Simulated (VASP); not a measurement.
A run of VASP 6.6.1 is set up as follows.

Contents of INCAR:

```
SYSTEM = Zr
  ALGO = Normal
  EDIFF = 1E-7
  ENCUT = 520
  GGA = CA
  ISIF = 2
  ISMEAR = -1
  LASPH = .TRUE.
  LCHARG = .FALSE.
  LREAL = .FALSE.
  LWAVE = .FALSE.
  NBANDS = 19
  NELM = 60
  PREC = Accurate
  SIGMA = 0.1
```

KPOINTS

```
k-points
0
G
  14 14 14
  0 0 0
```

Contents of POSCAR:

```
Zr
1.0
    0.0000000000      2.3369845611      2.3369845611
    2.3369845611      0.0000000000      2.3369845611
    2.3369845611      2.3369845611      0.0000000000
Zr
2
Direct
   -0.1250000000     -0.1250000000     -0.1250000000
    0.1250000000      0.1250000000      0.1250000000
```

Potentials or basis: VASP PAW LDA potentials, release 64 (Zr_sv).

Command:

```bash
$ cat potpaw_LDA.64/Zr_sv/POTCAR > POTCAR
$ mpirun -np 1 vasp_std > vasp.out
```

Q: What does it give for the pressure?

A: 224.8 GPa.

Q: Estimate the band gap on the k mesh.

A: Zero (band 12 reaches 19.03 eV, above the bottom of band 13 at 15.30 eV).
